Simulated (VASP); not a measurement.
# MgO (P6_3mc) in VASP: notebook, part 2 of 2

VASP 6.6.1.

**5. Single point, PBE**

This run uses another cell than the first one, of 11.01 Å³/atom, 1.017 times its volume.

File INCAR:

```
SYSTEM = MgO
ALGO     = Normal         ! electronic algorithm
EDIFF    = 1E-7           ! SCF threshold, eV
ENCUT    = 520            ! plane-wave cutoff, eV
GGA      = PE             ! functional
ISIF     = 2              ! what is computed and relaxed
ISMEAR   = 0              ! smearing method
LASPH    = .True.         ! aspherical terms in the spheres
LCHARG   = .False.        ! write CHGCAR
LREAL    = .False.        ! projectors in reciprocal space
LWAVE    = .False.        ! write WAVECAR
NBANDS   = 16             ! bands
NELM     = 60             ! most SCF steps
PREC     = Accurate       ! precision mode
SIGMA    = 0.05           ! smearing width, eV
```

File KPOINTS:

```
k-points
0
Gamma
  9 9 6
  0 0 0
```

File POSCAR:

```
MgO
1.0
    3.2379000000      0.0000000000      0.0000000000
   -1.6189500000      2.8041036549      0.0000000000
    0.0000000000      0.0000000000      4.8484000000
Mg O
2 2
Direct
    0.3333333333      0.6666666667      0.0063188013
    0.6666666667      0.3333333333      0.5063188013
    0.3333333333      0.6666666667      0.3982811987
    0.6666666667      0.3333333333      0.8982811987
```

Potentials or basis: VASP PAW PBE potentials, release 64 (Mg, O).

Command:

```bash
cat potpaw_PBE.64/Mg/POTCAR potpaw_PBE.64/O/POTCAR > POTCAR
mpirun -np 1 vasp_std > vasp.out
```

OUTCAR:

```text
SYSTEM = MgO
   EDIFF = 1E-7
   ENCUT = 520
   GGA = PE
   ISIF = 2
   ISMEAR = 0
   LASPH = .True.
   LREAL = .False.
   NELM = 60
   PREC = Accurate

 ion  position               nearest neighbor table
   1  0.333  0.667  0.006-   3 1.90   4 1.94   4 1.94   4 1.94   2 3.06   2 3.06   2 3.06   2 3.06
                             2 3.06   2 3.06
   2  0.667  0.333  0.506-   4 1.90   3 1.94   3 1.94   3 1.94   1 3.06   1 3.06   1 3.06   1 3.06
                             1 3.06   1 3.06
   3  0.333  0.667  0.398-   1 1.90   2 1.94   2 1.94   2 1.94
   4  0.667  0.333  0.898-   2 1.90   1 1.94   1 1.94   1 1.94

  LATTYP: Found a hexagonal cell.
 ALAT       =     3.2379000000
 C/A-ratio  =     1.4973902838

  Lattice vectors:

 A1 = (   3.2379000000,   0.0000000000,   0.0000000000)
 A2 = (  -1.6189500000,   2.8041036549,   0.0000000000)
 A3 = (   0.0000000000,   0.0000000000,   4.8484000000)

Analysis of symmetry for initial positions (statically):
=====================================================================
 Subroutine PRICEL returns:
 Original cell was already a primitive cell.

 Routine SETGRP: Setting up the symmetry group for a
 hexagonal supercell.

 Subroutine GETGRP returns: Found 12 space group operations
 (whereof  6 operations were pure point group operations)
 out of a pool of 24 trial point group operations.

The static configuration has the point symmetry C_3v.
 The point group associated with its full space group is C_6v.

Analysis of symmetry for dynamics (positions and initial velocities):
=====================================================================
 Subroutine PRICEL returns:
 Original cell was already a primitive cell.

 Routine SETGRP: Setting up the symmetry group for a
 hexagonal supercell.

 Subroutine GETGRP returns: Found 12 space group operations
 (whereof  6 operations were pure point group operations)
 out of a pool of 24 trial point group operations.

The dynamic configuration has the point symmetry C_3v.
 The point group associated with its full space group is C_6v.

 Subroutine INISYM returns: Found 12 space group operations
 (whereof  6 operations are pure point group operations),
 and found     1 'primitive' translations

----------------------------------------------------------------------------------------

                                     Primitive cell

  volume of cell :      44.0206

  direct lattice vectors                    reciprocal lattice vectors
     3.237900000  0.000000000  0.000000000     0.308842151  0.178310099  0.000000000
    -1.618950000  2.804103655  0.000000000     0.000000000  0.356620198  0.000000000
     0.000000000  0.000000000  4.848400000     0.000000000  0.000000000  0.206253609

  length of vectors
     3.237900000  3.237900000  4.848400000     0.356620198  0.356620198  0.206253609

  position of ions in fractional coordinates (direct lattice)
     0.333333333  0.666666667  0.006318801
     0.666666667  0.333333333  0.506318801
     0.333333333  0.666666667  0.398281199
     0.666666667  0.333333333  0.898281199

  ion indices of the primitive-cell ions
   primitive index   ion index
                 1           1
                 2           2
                 3           3
                 4           4

----------------------------------------------------------------------------------------

 KPOINTS: k-points

Automatic generation of k-mesh.
 Grid dimensions read from file:
 generate k-points for:    9    9    6

 Generating k-lattice:

  Cartesian coordinates                     Fractional coordinates (reciprocal lattice)
     0.034315795  0.019812233  0.000000000     0.111111111  0.000000000  0.000000000
     0.000000000  0.039624466  0.000000000     0.000000000  0.111111111  0.000000000
     0.000000000  0.000000000  0.034375602     0.000000000  0.000000000  0.166666667

  Length of vectors
     0.039624466  0.039624466  0.034375602

  Shift w.r.t. Gamma in fractional coordinates (k-lattice)
     0.000000000  0.000000000  0.000000000

 Subroutine IBZKPT returns following result:
 ===========================================

 Found     48 irreducible k-points:

 Following reciprocal coordinates:
            Coordinates               Weight
  0.000000  0.000000  0.000000      1.000000
  0.111111 -0.000000  0.000000      6.000000
  0.222222  0.000000  0.000000      6.000000
  0.333333  0.000000  0.000000      6.000000
  0.444444  0.000000  0.000000      6.000000
  0.111111  0.111111  0.000000      6.000000
[... 16 lines left out ...]
  0.333333  0.222222  0.166667     24.000000
  0.333333  0.333333  0.166667      4.000000
 [... further k-points ...]
   k-points           NKPTS =     48   k-points in BZ     NKDIM =     48   number of bands    NBANDS=     16
   number of dos      NEDOS =    301   number of ions     NIONS =      4
   total plane-waves  NPLWV =  20736
   dimension x,y,z NGX =    24 NGY =   24 NGZ =   36
   dimension x,y,z NGXF=    48 NGYF=   48 NGZF=   72
   ions per type =               2   2
   NGX,Y,Z   is equivalent  to a cutoff of  12.32, 12.32, 12.34 a.u.
   NGXF,Y,Z  is equivalent  to a cutoff of  24.65, 24.65, 24.69 a.u.
 SYSTEM =  MgO
   PREC   = accura    normal or accurate (medium, high low for compatibility)
   ISTART =      0    job   : 0-new  1-cont  2-samecut
   ICHARG =      2    charge: 1-file 2-atom 10-const
   ISPIN  =      1    spin polarized calculation?
   LNONCOLLINEAR =      F non collinear calculations
   LSORBIT =      F    spin-orbit coupling
   LASPH  =      T    aspherical Exc in radial PAW
   ENCUT  =  520.0 eV  38.22 Ry    6.18 a.u.   6.02  6.02  9.01*2*pi/ulx,y,z
   NELM   =     60;   NELMIN=  2; NELMDL= -5     # of ELM steps
   EDIFF  = 0.1E-06   stopping-criterion for ELM
   LREAL  =      F    real-space projection
   EDIFFG = 0.1E-05   stopping-criterion for IOM
   NSW    =      0    number of steps for IOM
   IBRION =     -1    ionic relax: 0-MD 1-quasi-New 2-CG
   NFREE  =      0    steps in history (QN), initial steepest desc. (CG)
   ISIF   =      2    stress and relaxation
   ISYM   =      2    0-nonsym 1-usesym 2-fastsym
   POTIM  = 0.5000    time-step for ionic-motion
   TEBEG  =    0.0;   TEEND  =   0.0 temperature during run
   PSTRESS=    0.0 pullay stress
   NELECT =      16.0000    total number of electrons
   NUPDOWN=      -1.0000    fix difference up-down
   EMIN   =  10.00;   EMAX   =-10.00  energy-range for DOS
   EFERMI =   0.00;   METHOD = LEGACY
   ISMEAR =     0;   SIGMA  =   0.05  broadening in eV -4-tet -1-fermi 0-gaus
   EFERMI_NEDOS =   21; number of points for ismear=-14 and -15
   IALGO  =     38    algorithm
   IMIX   =      4    mixing-type and parameters
     AMIX     =   0.40;   BMIX     =  1.00
     AMIX_MAG =   1.60;   BMIX_MAG =  1.00
  volume/ion in A,a.u.               =      11.01        74.27
  Fermi-wavevector in a.u.,A,eV,Ry     =   1.168323  2.207810 18.571655  1.364978
  Thomas-Fermi vector in A             =   2.304811
   LORBIT       =      0    0 simple, 1 ext, 2 COOP (PROOUT), +10 PAW based schemes
   GGA     = PE    functional components
   LHFCALC =     F    Hartree Fock is set to
   AEXX    =    0.0000 exact exchange contribution
   IVDW    =     0    specifies the selected vdW correction
   LEPSILON=     F    determine dielectric tensor
   LRPA    =     F    only Hartree local field effects (RPA)
 non-spin polarized calculation
 Gauss-broadening in eV      SIGMA  =   0.05
  energy-cutoff  :      520.00
  volume of cell :       44.02
 maximum number of plane-waves:      1212
   NGX = 13   NGY = 13   NGZ = 19

 number of electron      16.0000011 magnetization

 Free energy of the ion-electron system (eV)
  ---------------------------------------------------
  ext. energy  EPLUGINS =         0.00000000
  ---------------------------------------------------
  free energy    TOTEN  =       -23.33243598 eV

  energy without entropy =      -23.33243598  energy(sigma->0) =      -23.33243598

 E-fermi :   1.7640     XC(G=0): -10.0474

 val. band max:        1.5088109833   @ k =   0.0000   0.0000   0.0000
 cond. band min:       5.4156727120   @ k =   0.0000   0.0000   0.0000
 fundamental gap:      3.9068617287
 Fermi energy:         1.7640141941

 k-point     1 :       0.0000    0.0000    0.0000
  band No.  band energies     occupation
      1     -14.9585      2.00000
      2     -14.0125      2.00000
      3      -1.9289      2.00000
      4       0.7388      2.00000
      5       0.7388      2.00000
      6       1.0912      2.00000
[... 433 lines left out ...]
      3      -1.3324      2.00000
      4      -0.7823      2.00000
      5      -0.7823      2.00000
      6       0.0480      2.00000
[... 8 lines left out ...]
     15      15.5524      0.00000
     16      19.7497      0.00000

 [... further k-points ...]
[... 5 lines left out ...]
  --------------------------------------------------------------------------------------
  -------------------------------------------------------------------------------------
  Total        3.1790428      3.1790428      5.0897443      0.0000000     -0.0000000      0.0000000
  in kB      115.7047043    115.7047043    185.2467561      0.0000000     -0.0000000      0.0000000
  external PRESSURE =     138.8853882 kB  Pullay stress =       0.0000000 kB

 VOLUME and BASIS-vectors are now :
 -----------------------------------------------------------------------------
  energy-cutoff  :      520.00
  volume of cell :       44.02
      direct lattice vectors                 reciprocal lattice vectors
     3.237900000  0.000000000  0.000000000     0.308842151  0.178310099  0.000000000
    -1.618950000  2.804103655  0.000000000     0.000000000  0.356620198  0.000000000
     0.000000000  0.000000000  4.848400000     0.000000000  0.000000000  0.206253609

 POSITION                                       TOTAL-FORCE (eV/Angst)
 -----------------------------------------------------------------------------------
     -0.00000      1.86940      0.03064        -0.000000      0.000000     -0.555138
      1.61895      0.93470      2.45484         0.000000     -0.000000     -0.555138
     -0.00000      1.86940      1.93103        -0.000000      0.000000      0.555138
      1.61895      0.93470      4.35523        -0.000000     -0.000000      0.555138
 -----------------------------------------------------------------------------------
    total drift:                               -0.000000      0.000000     -0.000038

  FREE ENERGIE OF THE ION-ELECTRON SYSTEM (eV)
  ---------------------------------------------------
  free  energy   TOTEN  =       -23.3324359843 eV

  energy  without entropy=      -23.3324359843  energy(sigma->0) =      -23.33243598
```

Run time: 38 s. Hardware: 1 thread of Intel Xeon 8259CL, shared host; peak memory 0.17 GiB.

Results:

```yaml
Free_energy: -23.3324 eV
Pressure: 13.9 GPa
Largest_force: 0.555 eV/Å
Band_gap_on_the_k_mesh: 3.91 eV, direct
```

Forces on the atoms (eV/Å):
```
Mg   0.000  0.000 -0.555
Mg   0.000  0.000 -0.555
O    0.000  0.000  0.555
O    0.000  0.000  0.555
```

Stress tensor (GPa, compression positive):
```
11.57  0.00  0.00
 0.00 11.57  0.00
 0.00  0.00 18.52
```

Levels at points of the mesh, in eV from the valence-band top:
| k point | band 4 | band 5 | band 6 | band 7 | band 8 | band 9 | band 10 | band 11 | band 12 | band 13 |
| --- | --- | --- | --- | --- | --- | --- | --- | --- | --- | --- |
| (0.00, 0.00, 0.00) | -0.77 | -0.77 | -0.42 | -0.42 | 0.00 | 3.91 | 9.00 | 10.98 | 14.56 | 14.56 |
| (0.00, 0.00, 0.50) | -2.10 | -0.60 | -0.60 | -0.60 | -0.60 | 6.44 | 6.44 | 13.94 | 13.94 | 15.11 |

A k mesh can miss the band edges. As with any semilocal functional, this PBE gap is likely too small.

**6. Single point, PBE**

This run uses another cell than the first one, of 11.21 Å³/atom, 1.036 times its volume.

File INCAR:

```
PREC = Accurate
ENCUT = 520
EDIFF = 1E-6
ISMEAR = 0
SIGMA = 0.05
LREAL = False
LASPH = True
NELM = 60
ALGO = Normal
ISIF = 2
LWAVE = False
LCHARG = False
GGA = PE
NBANDS = 16
```

File KPOINTS:

```
regular mesh
0
Gamma
  9 9 6
```

File POSCAR:

```
MgO
1.0
    3.3152853999      0.0000000000      0.0000000000
   -1.6576427000      2.8711213771      0.0000000000
    0.0000000000      0.0000000000      4.7118000000
Mg O
2 2
Direct
    0.3333333333      0.6666666667      0.0063188013
    0.6666666667      0.3333333333      0.5063188013
    0.3333333333      0.6666666667      0.3982811987
    0.6666666667      0.3333333333      0.8982811987
```

Potentials or basis: VASP PAW PBE potentials, release 64 (Mg, O).

Command:

```bash
cat potpaw_PBE.64/Mg/POTCAR potpaw_PBE.64/O/POTCAR > POTCAR
mpirun -np 1 vasp_std > vasp.out
```

It took 55 s on 1 thread of Intel Xeon 8259CL, shared host; peak memory 0.19 GiB.

Results (log left out):

```
Free energy            : -23.2609 eV
Pressure               : 11.5 GPa
Largest force          : 1.450 eV/Å
Band gap on the k mesh : 3.71 eV, direct
```

Forces in eV/Å, atoms in the order of the input:
```
Mg   0.000  0.000 -1.450
Mg   0.000  0.000 -1.450
O    0.000  0.000  1.450
O    0.000  0.000  1.450
```

Stress tensor (GPa, compression positive):
```
 4.34  0.00  0.00
 0.00  4.34  0.00
 0.00  0.00 25.75
```

Levels at points of the mesh, in eV from the valence-band top:
| k point | band 4 | band 5 | band 6 | band 7 | band 8 | band 9 | band 10 | band 11 | band 12 | band 13 |
| --- | --- | --- | --- | --- | --- | --- | --- | --- | --- | --- |
| (0.00, 0.00, 0.00) | -0.94 | -0.94 | -0.50 | -0.50 | 0.00 | 3.71 | 8.74 | 11.06 | 13.88 | 13.88 |
| (0.00, 0.00, 0.50) | -2.07 | -0.73 | -0.73 | -0.73 | -0.73 | 6.25 | 6.25 | 14.08 | 14.08 | 14.42 |

Caveat: forces of over 1 eV/Å act on the atoms, so gaps and moduli don't describe the material at rest.

**7. The runs side by side**

```tsv
cell	gap on the mesh (eV)	pressure (GPa)	largest force (eV/Å)
a = 3.083, b = 3.083, c = 5.258 Å, angles 90.0, 90.0, 120.0°, 4 atoms	4.25	20.4	1.09
a = 3.161, b = 3.161, c = 4.985 Å, angles 90.0, 90.0, 120.0°, 4 atoms	4.13	18.1	0.21
a = 3.083, b = 3.083, c = 5.395 Å, angles 90.0, 90.0, 120.0°, 4 atoms	4.05	17.0	1.18
a = 3.238, b = 3.238, c = 4.848 Å, angles 90.0, 90.0, 120.0°, 4 atoms	3.91	13.9	0.56
a = 3.315, b = 3.315, c = 4.712 Å, angles 90.0, 90.0, 120.0°, 4 atoms	3.71	11.5	1.45
```

Alike in all rows: task single point; level PBE; potentials or basis VASP PAW PBE potentials, release 64 (Mg, O); no spin polarisation; k mesh 9 × 9 × 6; cutoff (eV) 520; smearing gaussian 0.05 eV.

Caveats: forces of over 1 eV/Å act on the atoms, so gaps and moduli don't describe the material at rest (some runs).

Total energies depend on the potentials used, so only differences within one code and one set of settings carry meaning.
